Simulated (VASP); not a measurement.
Write the native input for VASP 6.6.1 that does the following.

```
Task                   : single point
Functional             : r2SCAN
Potentials or basis    : VASP PAW PBE potentials, release 64 (Cr_pv)
Cutoff                 : 520 eV
k mesh                 : 10 × 10 × 15
Occupations            : fermi-dirac, width 0.1 eV
Spin                   : no spin polarisation
Dipole correction      : no
Further INCAR settings : ALGO = Normal; EDIFF = 1e-06; NBANDS = 25
```

The system is Cr.

```
CELL_PARAMETERS angstrom
4.14880 0.00000 0.00000
-2.07440 3.59297 0.00000
0.00000 0.00000 2.23857
ATOMIC_POSITIONS crystal
Cr 0.00000 0.00000 0.00000
Cr 0.33333 0.66667 0.50000
Cr 0.66667 0.33333 0.50000
```

This isn't the form of Cr at room conditions, which is bcc.

These files were run (other wordings do the same):

POSCAR

```
Cr
1.0
    4.1488009281      0.0000000000      0.0000000000
   -2.0744004640      3.5929669990      0.0000000000
    0.0000000000      0.0000000000      2.2385714997
Cr
3
Direct
    0.0000000000      1.0000000000      0.0000000000
    0.3333333333      0.6666666667      0.5000000000
    0.6666666667      0.3333333333      0.5000000000
```

INCAR.step1

```
SYSTEM = Cr
ALGO = Normal ; EDIFF = 1E-4
ENCUT = 520 ; GGA = PE
ISMEAR = -1 ; LASPH = .TRUE.
LCHARG = .FALSE. ; LREAL = .FALSE.
LWAVE = .TRUE. ; NBANDS = 25
NELM = 80 ; PREC = Accurate
SIGMA = 0.1
```

INCAR.step2

```
SYSTEM = Cr
ALGO = Normal ; EDIFF = 1E-6
ENCUT = 520 ; ISIF = 2
ISMEAR = -1 ; ISTART = 1
LASPH = .TRUE. ; LCHARG = .FALSE.
LMIXTAU = .TRUE. ; LREAL = .FALSE.
LWAVE = .FALSE. ; METAGGA = R2SCAN
NBANDS = 25 ; NELM = 80
PREC = Accurate ; SIGMA = 0.1
```

KPOINTS

```
k-points
0
G
  10 10 15
  0 0 0
```

Potentials or basis: VASP PAW PBE potentials, release 64 (Cr_pv).

Launch:

```console
$ cat potpaw_PBE.64/Cr_pv/POTCAR > POTCAR
$ cp INCAR.step1 INCAR
$ mpirun -np 1 vasp_std > vasp.out
$ cp INCAR.step2 INCAR
$ mpirun -np 1 vasp_std > vasp.out
```

Results of the run:

* Pressure: 12.5 GPa
* Band gap on the k mesh: zero (bands 18 and 19 overlap by 0.67 eV)

Caveat: the cell stands under pressure; the PAW data sets were made with another functional, which shifts forces and pressure a little; the run has no spin polarisation, though such a crystal can be magnetic.

Wall time 120 s on 1 thread of Intel(R) Xeon(R) 6975P-C (Granite Rapids), with other jobs on the host, peak memory 0.2 GiB.
